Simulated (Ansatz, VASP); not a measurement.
**Two plane-wave programs on Cd3SeS2**

```
CELL_PARAMETERS angstrom
-4.24067 4.24641 0.00131
4.25001 4.25599 -0.00026
2.12133 -2.12408 -9.03129
ATOMIC_POSITIONS crystal
Cd 0.00012 0.24931 0.50033
Cd 0.50066 0.75058 0.49977
Cd 0.66002 0.24985 0.82222
Cd 0.15996 0.74998 0.82205
Cd 0.33862 0.25079 0.17663
Cd 0.84058 0.74961 0.17870
Se 0.99949 0.99989 0.99998
Se 0.50054 0.50141 0.00000
S 0.17036 0.49939 0.33955
S 0.66924 0.00045 0.33875
S 0.33023 0.99923 0.66096
S 0.83017 0.49951 0.66105
```

Change from the starting cell: cell x2, atoms moved at random (sigma 0.05 Å) and cell strained at random (1.5 %), then relaxed without symmetry.

Alike in both runs: functional PBE; k mesh 4 × 2 × 4; occupations gaussian, width 0.1 eV; no spin polarisation.

Ansatz relaxed the structure, and its values are those at the end. VASP's run is a single point on that final structure, the one shown.

```csv
,VASP,Ansatz
version,VASP 6.6.1,Ansatz 0.2.0
potentials or method,"VASP PAW PBE potentials, release 64 (Cd, Se, S), cutoff 520 eV","scalar-relativistic, plane waves, PAW"
valence electrons in the cell,108,176
```

```csv
,VASP,Ansatz,Ansatz less VASP
gap on the k mesh at the Fermi level (eV),0.79,0.79,0.000
least direct gap on the mesh (eV),0.79,0.79,0.000
pressure (GPa),0.4,0.1,-0.28
rms of the force components (eV/Å),0.006,0.006,-0.0001
```

With one functional, cell and mesh, what is left measures potentials, basis and numerics. VASP's potentials hold 108 valence electrons a cell and Ansatz's 176, so a difference there can come from the potentials and not from the codes.

The k mesh is coarse, so the values compare programs but aren't converged.
